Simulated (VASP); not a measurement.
Write the native input for VASP 6.6.1 that does the following.

- Task: single point
- Functional: PBE
- Potentials or basis: VASP PAW PBE potentials, release 64 (Eu)
- Cutoff: 520 eV
- k mesh: 10 × 10 × 10
- Occupations: fermi-dirac, width 0.05 eV
- Spin: collinear spin, ferromagnetic start
- Starting moments: [7.0] μB
- Dipole correction: no
- Further INCAR settings: ALGO = Normal; EDIFF = 1e-06; NBANDS = 18

The structure of Eu lies in POSCAR:

```
Eu
1.0
   -2.3030000000      2.3030000000      2.3030000000
    2.3030000000     -2.3030000000      2.3030000000
    2.3030000000      2.3030000000     -2.3030000000
Eu
1
Direct
    0.0000000000      0.0000000000      0.0000000000
```

These files were run (other wordings do the same):

INCAR

```
SYSTEM = Eu
PREC = Accurate
ENCUT = 520
EDIFF = 1E-6
ISMEAR = -1
SIGMA = 0.05
LREAL = .FALSE.
LASPH = .TRUE.
NELM = 150
ALGO = Normal
ISIF = 2
LWAVE = .FALSE.
LCHARG = .FALSE.
ISPIN = 2
MAGMOM = 7
LORBIT = 11
LMAXMIX = 6
GGA = PE
NBANDS = 18
```

KPOINTS

```
regular mesh
0
G
  10 10 10
  0 0 0
```

Potentials or basis: VASP PAW PBE potentials, release 64 (Eu).

Launch:

```sh
$ cat potpaw_PBE.64/Eu/POTCAR > POTCAR
$ mpirun -np 1 vasp_std > vasp.out
```

It gave:

```yaml
Pressure: -1.8 GPa
Net_moment: 7.40 μB per cell
Site_moments: Eu +6.71 μB
Valence_electrons_inside_the_program's_atomic_spheres: Eu 14.72
```

It took 3.4 min on 1 thread of Intel(R) Xeon(R) Platinum 8375C CPU @ 2.90GHz (Ice Lake), on a shared host, peak memory 0.24 GiB.
